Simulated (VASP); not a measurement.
# Si2Ni (Fm-3m) in VASP: notebook, part 2 of 2

VASP 6.6.1. Earlier steps stand in the parts before.

### 5 Relaxation of cell and atoms, PBE, collinear spin, ferromagnetic start, target pressure 5 GPa, at which the enthalpy is minimised

This run uses another cell than the first one, of 13.17 Å³/atom.

INCAR reads:

```
PREC = Accurate ; ENCUT = 600
EDIFF = 1E-7 ; ISMEAR = -1
SIGMA = 0.1 ; LREAL = False
LASPH = True ; NELM = 200
ALGO = Normal ; ISIF = 3
LWAVE = False ; LCHARG = False
ISPIN = 2 ; MAGMOM = 0 0 1.5
LORBIT = 11 ; LMAXMIX = 4
GGA = PE ; IBRION = 2
NSW = 80 ; EDIFFG = -0.05
PSTRESS = 50.0 ; GGA_COMPAT = False
NELMIN = 4
```

KPOINTS reads:

```
Automatic mesh
0
Gamma
  9 9 9
```

POSCAR reads:

```
Si2Ni
1.0
    0.0000000000      2.7030000000      2.7030000000
    2.7030000000      0.0000000000      2.7030000000
    2.7030000000      2.7030000000      0.0000000000
Si Ni
2 1
Direct
    0.2500000000      0.2500000000      0.2500000000
    0.7500000000      0.7500000000      0.7500000000
    0.0000000000      0.0000000000      0.0000000000
```

Potentials or basis: VASP PAW PBE potentials, release 64 (Si, Ni).

Command:

```bash
$ cat potpaw_PBE.64/Si/POTCAR potpaw_PBE.64/Ni/POTCAR > POTCAR
$ mpirun -np 1 vasp_std > vasp.out
```

OUTCAR:

```text
PREC = Accurate
   ENCUT = 600
   EDIFF = 1E-7
   ISMEAR = -1
   LREAL = False
   LASPH = True
   NELM = 200
   ISIF = 3
   ISPIN = 2
   LORBIT = 11
   GGA = PE
   IBRION = 2
   NSW = 80
   EDIFFG = -0.05
   PSTRESS = 50.0
   NELMIN = 4

 ion  position               nearest neighbor table
   1  0.250  0.250  0.250-   3 2.34   3 2.34   3 2.34   3 2.34   2 2.70   2 2.70   2 2.70   2 2.70
                             2 2.70   2 2.70
   2  0.750  0.750  0.750-   3 2.34   3 2.34   3 2.34   3 2.34   1 2.70   1 2.70   1 2.70   1 2.70
                             1 2.70   1 2.70
   3  0.000  0.000  0.000-   2 2.34   1 2.34   2 2.34   1 2.34   2 2.34   2 2.34   1 2.34   1 2.34

  LATTYP: Found a face centered cubic cell.
 ALAT       =     5.4060000000

  Lattice vectors:

 A1 = (   0.0000000000,   2.7030000000,   2.7030000000)
 A2 = (   2.7030000000,   0.0000000000,   2.7030000000)
 A3 = (   2.7030000000,   2.7030000000,   0.0000000000)

Analysis of symmetry for initial positions (statically):
=====================================================================
 Subroutine PRICEL returns:
 Original cell was already a primitive cell.

 Routine SETGRP: Setting up the symmetry group for a
 face centered cubic supercell.

 Subroutine GETGRP returns: Found 48 space group operations
 (whereof 48 operations were pure point group operations)
 out of a pool of 48 trial point group operations.

The static configuration has the point symmetry O_h .

Analysis of symmetry for dynamics (positions and initial velocities):
=====================================================================
 Subroutine PRICEL returns:
 Original cell was already a primitive cell.

[... 269 lines left out ...]
 fundamental gap:      0.0913687572
 Fermi energy:        10.5873129935

 spin component 1

 k-point     1 :       0.0000    0.0000    0.0000
  band No.  band energies     occupation
      1      -3.3532      1.00000
      2       5.3222      1.00000
      3       5.3222      1.00000
      4       5.3222      1.00000
      5       7.0229      1.00000
      6       7.0229      1.00000
      7      10.3517      0.91341
      8      12.2937      0.00000
      9      12.2937      0.00000
     10      12.2937      0.00000
     11      12.8506      0.00000
     12      12.8506      0.00000
     13      12.8506      0.00000
     14      15.3275      0.00000
[... 379 lines left out ...]
      3       3.2772      1.00000
      4       5.9360      1.00000
      5       5.9360      1.00000
      6       7.0790      1.00000
      7       7.0790      1.00000
      8       7.1654      1.00000
      9       7.4201      1.00000
     10      10.1717      0.98458
     11      11.9996      0.00000
     12      18.2762      0.00000
     13      18.6648      0.00000
     14      18.6648      0.00000

 [... further k-points ...]

 spin component 2

 k-point     1 :       0.0000    0.0000    0.0000
  band No.  band energies     occupation
      1      -3.3532      1.00000
      2       5.3222      1.00000
      3       5.3222      1.00000
      4       5.3222      1.00000
      5       7.0229      1.00000
      6       7.0229      1.00000
      7      10.3517      0.91341
      8      12.2937      0.00000
      9      12.2937      0.00000
     10      12.2937      0.00000
     11      12.8506      0.00000
     12      12.8506      0.00000
     13      12.8506      0.00000
     14      15.3275      0.00000
[... 425 lines left out ...]
  energy  without entropy=      -17.3355650266  energy(sigma->0) =      -17.35107355

  enthalpy is  TOTEN    =       -16.1446190325 eV   P V=        1.2219630471

 reached required accuracy - stopping structural energy minimisation

 total charge

# of ion       s       p       d       tot
------------------------------------------
    1        0.742   0.849   0.000   1.592
    2        0.742   0.849   0.000   1.592
    3        0.564   0.810   8.456   9.830
--------------------------------------------------
tot          2.049   2.509   8.456  13.013

 magnetization (x)

# of ion       s       p       d       tot
------------------------------------------
    1        0.000   0.000   0.000   0.000
    2        0.000   0.000   0.000   0.000
    3       -0.000   0.000   0.000   0.000
--------------------------------------------------
tot          0.000   0.000   0.000   0.000
```

OSZICAR:

```text
N       E                     dE             d eps       ncg     rms          rms(c)
DAV:   1     0.742157346152E+02    0.74216E+02   -0.83915E+03  1968   0.144E+03
[... 32 lines left out ...]
DAV:   3    -0.173671958804E+02    0.64896E-01   -0.19506E-01  2324   0.115E+01    0.254E-01
DAV:   4    -0.173665851357E+02    0.61074E-03   -0.36386E-03  2260   0.784E-01    0.423E-02
DAV:   5    -0.173665831221E+02    0.20136E-05   -0.13063E-04  3024   0.132E-01    0.233E-02
DAV:   6    -0.173665812197E+02    0.19024E-05   -0.40933E-06  2856   0.377E-02    0.718E-03
DAV:   7    -0.173665817645E+02   -0.54479E-06   -0.12694E-06  2356   0.120E-02    0.246E-03
DAV:   8    -0.173665820519E+02   -0.28743E-06   -0.42255E-08  1316   0.414E-03    0.414E-04
DAV:   9    -0.173665820796E+02   -0.27696E-07   -0.12722E-08  1100   0.182E-03
   3 F= -.16144619E+02 E0= -.16129111E+02  d E =-.151863E-02  mag=     0.0000
```

CONTCAR:

```text
Si2Ni
   1.00000000000000
     0.0000000000000000    2.6951910247038242    2.6951910247038242
     2.6951910247038242    0.0000000000000000    2.6951910247038242
     2.6951910247038242    2.6951910247038242   -0.0000000000000000
  Si              Ni
     2     1
Direct
     0.2500000000000000    0.2500000000000000    0.2500000000000000
     0.7500000000000000    0.7500000000000000    0.7500000000000000
     0.0000000000000000    0.0000000000000000    0.0000000000000000

  0.00000000E+00  0.00000000E+00  0.00000000E+00
  0.00000000E+00  0.00000000E+00  0.00000000E+00
  0.00000000E+00  0.00000000E+00  0.00000000E+00
```

It took 3.1 min on 1 thread of Intel Xeon 8259CL, shared host; peak memory 0.23 GiB.

What came out:

* Free energy: -17.3666 eV
* Relaxed volume: 13.05 Å³/atom
* Relaxed cell: a = 3.812 Å, b = 3.812 Å, c = 3.812 Å, α = 60.00°, β = 60.00°, γ = 60.00°
* Space group after relaxing (to 0.1 Å): Fm-3m (No. 225)
* Energy change on relaxing (the run minimises the enthalpy): +3.0 meV/atom
* Ionic steps: 3
* Pressure after relaxing: 5.0 GPa
* Band gap on the k mesh: zero (filled and empty bands overlap)
* Net moment: 0.00 μB per cell
* Valence electrons inside the program's atomic spheres: Si 1.59; Ni 9.83

The path:
```
step  energy change (eV)  largest force (eV/Å)  pressure (GPa)  volume (Å³)
   1              0.0000                0.0000            3.56        39.50
   2              0.0209                0.0000            6.42        38.83
   3              0.0091                0.0000            5.00        39.16
```

Final structure:
```cif
data_structure
_symmetry_space_group_name_H-M 'P 1'
_symmetry_Int_Tables_number 1
_cell_length_a 3.8116
_cell_length_b 3.8116
_cell_length_c 3.8116
_cell_angle_alpha 60.000
_cell_angle_beta 60.000
_cell_angle_gamma 60.000
_cell_volume 39.16
loop_
_atom_site_label
_atom_site_type_symbol
_atom_site_fract_x
_atom_site_fract_y
_atom_site_fract_z
_atom_site_occupancy
Si1 Si 0.25000 0.25000 0.25000 1
Si2 Si 0.75000 0.75000 0.75000 1
Ni1 Ni 0.00000 0.00000 0.00000 1
```

Levels at points of the mesh, in eV from the Fermi level:
Spin up:
| k point | band 7 | band 8 | band 9 | band 10 | band 11 | band 12 |
| --- | --- | --- | --- | --- | --- | --- |
| (0.00, 0.00, 0.00) | -0.24 | 1.71 | 1.71 | 1.71 | 2.26 | 2.26 |
Spin down:
| k point | band 5 | band 6 | band 7 | band 8 | band 9 | band 10 | band 11 | band 12 | band 13 | band 14 |
| --- | --- | --- | --- | --- | --- | --- | --- | --- | --- | --- |
| (0.00, 0.00, 0.00) | -3.56 | -3.56 | -0.24 | 1.71 | 1.71 | 1.71 | 2.26 | 2.26 | 2.26 | 4.74 |

Caveat: the cell is relaxed towards a set pressure, so the run minimises the enthalpy, not the energy.

### 6 Relaxation of cell and atoms, PBE, collinear spin, ferromagnetic start, target pressure 10 GPa, at which the enthalpy is minimised

This run uses another cell than the first one, of 13.17 Å³/atom.

INCAR reads:

```
SYSTEM = Si2Ni
ALGO     = Normal         ! electronic algorithm
EDIFF    = 1E-7           ! SCF threshold, eV
EDIFFG   = -0.05          ! ionic threshold
ENCUT    = 600            ! plane-wave cutoff, eV
GGA      = PE             ! functional
GGA_COMPAT= .False.      
IBRION   = 2              ! ionic algorithm
ISIF     = 3              ! what is computed and relaxed
ISMEAR   = -1             ! smearing method
ISPIN    = 2              ! spin polarisation
LASPH    = .True.         ! aspherical terms in the spheres
LCHARG   = .False.        ! write CHGCAR
LMAXMIX  = 4              ! l up to which the mixer works
LORBIT   = 11             ! projections on sites
LREAL    = .False.        ! projectors in reciprocal space
LWAVE    = .False.        ! write WAVECAR
MAGMOM   = 0 0 1.5        ! initial moments
NELM     = 200            ! most SCF steps
NELMIN   = 4            
NSW      = 80             ! ionic steps
PREC     = Accurate       ! precision mode
PSTRESS  = 100.0        
SIGMA    = 0.1            ! smearing width, eV
```

KPOINTS reads:

```
k-points
0
Gamma
  9 9 9
  0 0 0
```

POSCAR is that of step 5.

Potentials or basis: VASP PAW PBE potentials, release 64 (Si, Ni).

Command:

```bash
$ cat potpaw_PBE.64/Si/POTCAR potpaw_PBE.64/Ni/POTCAR > POTCAR
$ mpirun -np 1 vasp_std > vasp.out
```

OUTCAR:

```text
SYSTEM = Si2Ni
   EDIFF = 1E-7
   EDIFFG = -0.05
   ENCUT = 600
   GGA = PE
   IBRION = 2
   ISIF = 3
   ISMEAR = -1
   ISPIN = 2
   LASPH = .True.
   LORBIT = 11
   LREAL = .False.
   NELM = 200
   NELMIN = 4
   NSW = 80
   PREC = Accurate
   PSTRESS = 100.0

 ion  position               nearest neighbor table
   1  0.250  0.250  0.250-   3 2.34   3 2.34   3 2.34   3 2.34   2 2.70   2 2.70   2 2.70   2 2.70
                             2 2.70   2 2.70
   2  0.750  0.750  0.750-   3 2.34   3 2.34   3 2.34   3 2.34   1 2.70   1 2.70   1 2.70   1 2.70
                             1 2.70   1 2.70
   3  0.000  0.000  0.000-   2 2.34   1 2.34   2 2.34   1 2.34   2 2.34   2 2.34   1 2.34   1 2.34

  LATTYP: Found a face centered cubic cell.
 ALAT       =     5.4060000000

  Lattice vectors:

 A1 = (   0.0000000000,   2.7030000000,   2.7030000000)
 A2 = (   2.7030000000,   0.0000000000,   2.7030000000)
 A3 = (   2.7030000000,   2.7030000000,   0.0000000000)

Analysis of symmetry for initial positions (statically):
=====================================================================
 Subroutine PRICEL returns:
 Original cell was already a primitive cell.

 Routine SETGRP: Setting up the symmetry group for a
 face centered cubic supercell.

 Subroutine GETGRP returns: Found 48 space group operations
 (whereof 48 operations were pure point group operations)
 out of a pool of 48 trial point group operations.

The static configuration has the point symmetry O_h .

Analysis of symmetry for dynamics (positions and initial velocities):
=====================================================================
 Subroutine PRICEL returns:
 Original cell was already a primitive cell.

 Routine SETGRP: Setting up the symmetry group for a
 face centered cubic supercell.

 Subroutine GETGRP returns: Found 48 space group operations
 (whereof 48 operations were pure point group operations)
 out of a pool of 48 trial point group operations.

The dynamic configuration has the point symmetry O_h .

Analysis of structural, dynamic, and magnetic symmetry:
=====================================================================
 Subroutine PRICEL returns:
 Original cell was already a primitive cell.

 Routine SETGRP: Setting up the symmetry group for a
 face centered cubic supercell.

[... 159 lines left out ...]

  FORCE on cell =-STRESS in cart. coord.  units (eV):
  Direction    XX          YY          ZZ          XY          YZ          ZX
  --------------------------------------------------------------------------------------
  -------------------------------------------------------------------------------------
  Total        0.8781071      0.8781071      0.8781071     -0.0000000      0.0000000      0.0000000
  in kB       35.6196734     35.6196734     35.6196734     -0.0000000      0.0000000      0.0000000
  external PRESSURE =     -64.3803266 kB  Pullay stress =     100.0000000 kB
[... 69 lines left out ...]
 number of electron      18.0000006 magnetization       0.0000020

 number of electron      18.0000006 magnetization      -0.0000006

 Free energy of the ion-electron system (eV)
  ---------------------------------------------------
  ext. energy  EPLUGINS =         0.00000000
  ---------------------------------------------------
  free energy    TOTEN  =       -17.31578638 eV

  energy without entropy =      -17.28325454  energy(sigma->0) =      -17.29952046

 E-fermi :  11.0401     XC(G=0): -11.7586

 val. band max:       11.0351075057   @ k =   0.1111   0.1111   0.0000
 cond. band min:      11.0410872123   @ k =   0.3333   0.2222   0.0000
 fundamental gap:      0.0059797066
 Fermi energy:        11.0401329174

 spin component 1

 k-point     1 :       0.0000    0.0000    0.0000
  band No.  band energies     occupation
      1      -3.1997      1.00000
      2       5.5598      1.00000
      3       5.5598      1.00000
      4       5.5598      1.00000
      5       7.2893      1.00000
      6       7.2893      1.00000
      7      11.0109      0.57264
      8      12.7615      0.00000
      9      12.7615      0.00000
     10      12.7615      0.00000
     11      13.2287      0.00000
     12      13.2287      0.00000
     13      13.2287      0.00000
     14      15.8223      0.00000
[... 379 lines left out ...]
      3       3.5621      1.00000
      4       6.2182      1.00000
      5       6.2182      1.00000
      6       7.3637      1.00000
      7       7.3637      1.00000
      8       7.4494      1.00000
      9       7.7079      1.00000
     10      10.6410      0.98187
     11      12.3667      0.00000
     12      18.6907      0.00000
     13      19.3026      0.00000
     14      19.3026      0.00000

 [... further k-points ...]

 spin component 2

 k-point     1 :       0.0000    0.0000    0.0000
  band No.  band energies     occupation
      1      -3.1997      1.00000
      2       5.5598      1.00000
      3       5.5598      1.00000
      4       5.5598      1.00000
      5       7.2893      1.00000
      6       7.2893      1.00000
      7      11.0109      0.57264
      8      12.7615      0.00000
      9      12.7615      0.00000
     10      12.7615      0.00000
     11      13.2287      0.00000
     12      13.2287      0.00000
     13      13.2287      0.00000
     14      15.8223      0.00000
[... 425 lines left out ...]
  energy  without entropy=      -17.2832545419  energy(sigma->0) =      -17.29952046

  enthalpy is  TOTEN    =       -14.9404201718 eV   P V=        2.3753662041

 reached required accuracy - stopping structural energy minimisation

 total charge

# of ion       s       p       d       tot
------------------------------------------
    1        0.737   0.870   0.000   1.607
    2        0.737   0.870   0.000   1.607
    3        0.580   0.854   8.473   9.906
--------------------------------------------------
tot          2.055   2.593   8.473  13.121

 magnetization (x)

# of ion       s       p       d       tot
------------------------------------------
    1       -0.000  -0.000   0.000  -0.000
    2       -0.000  -0.000   0.000  -0.000
    3       -0.000  -0.000  -0.000  -0.000
--------------------------------------------------
tot         -0.000  -0.000  -0.000  -0.000
```

OSZICAR:

```text
N       E                     dE             d eps       ncg     rms          rms(c)
DAV:   1     0.742157346152E+02    0.74216E+02   -0.83915E+03  1968   0.144E+03
DAV:   2    -0.147501787079E+02   -0.88966E+02   -0.82677E+02  2050   0.250E+02
DAV:   3    -0.190479724556E+02   -0.42978E+01   -0.41868E+01  2532   0.600E+01
DAV:   4    -0.191312403594E+02   -0.83268E-01   -0.83082E-01  2360   0.776E+00
[... 32 lines left out ...]
DAV:   6    -0.173157770580E+02    0.35416E-03   -0.43886E-04  2952   0.449E-01    0.585E-02
DAV:   7    -0.173157860944E+02   -0.90364E-05   -0.63177E-05  2934   0.864E-02    0.138E-02
DAV:   8    -0.173157864085E+02   -0.31413E-06   -0.13159E-06  2400   0.121E-02    0.578E-03
DAV:   9    -0.173157863759E+02    0.32635E-07   -0.82763E-08  1400   0.468E-03
   3 F= -.14940420E+02 E0= -.14924154E+02  d E =-.299351E-01  mag=    -0.0000
```

It took 3.4 min on 1 thread of Intel Xeon 8259CL, shared host; peak memory 0.23 GiB.

What came out:

| Item | Value |
| --- | --- |
| Free energy | -17.3158 eV |
| Relaxed volume | 12.69 Å³/atom |
| Relaxed cell | a = 3.776 Å, b = 3.776 Å, c = 3.776 Å, α = 60.00°, β = 60.00°, γ = 60.00° |
| Space group after relaxing (to 0.1 Å) | Fm-3m (No. 225) |
| Energy change on relaxing (the run minimises the enthalpy) | +20.0 meV/atom |
| Ionic steps | 3 |
| Pressure after relaxing | 9.9 GPa |
| Band gap on the k mesh | zero (filled and empty bands overlap) |
| Net moment | 0.00 μB per cell |
| Valence electrons inside the program's atomic spheres | Si 1.61; Ni 9.91 |

The path:
```tsv
step	energy change (eV)	largest force (eV/Å)	pressure (GPa)	volume (Å³)
1	0.0000	0.0000	3.56	39.50
2	0.1901	0.0000	17.99	36.55
3	0.0599	0.0000	9.91	38.06
```

Final structure:
```cif
data_structure
_symmetry_space_group_name_H-M 'P 1'
_symmetry_Int_Tables_number 1
_cell_length_a 3.7756
_cell_length_b 3.7756
_cell_length_c 3.7756
_cell_angle_alpha 60.000
_cell_angle_beta 60.000
_cell_angle_gamma 60.000
_cell_volume 38.06
loop_
_atom_site_label
_atom_site_type_symbol
_atom_site_fract_x
_atom_site_fract_y
_atom_site_fract_z
_atom_site_occupancy
Si1 Si 0.25000 0.25000 0.25000 1
Si2 Si 0.75000 0.75000 0.75000 1
Ni1 Ni 0.00000 0.00000 0.00000 1
```

Caveat: the cell is relaxed towards a set pressure, so the run minimises the enthalpy, not the energy.
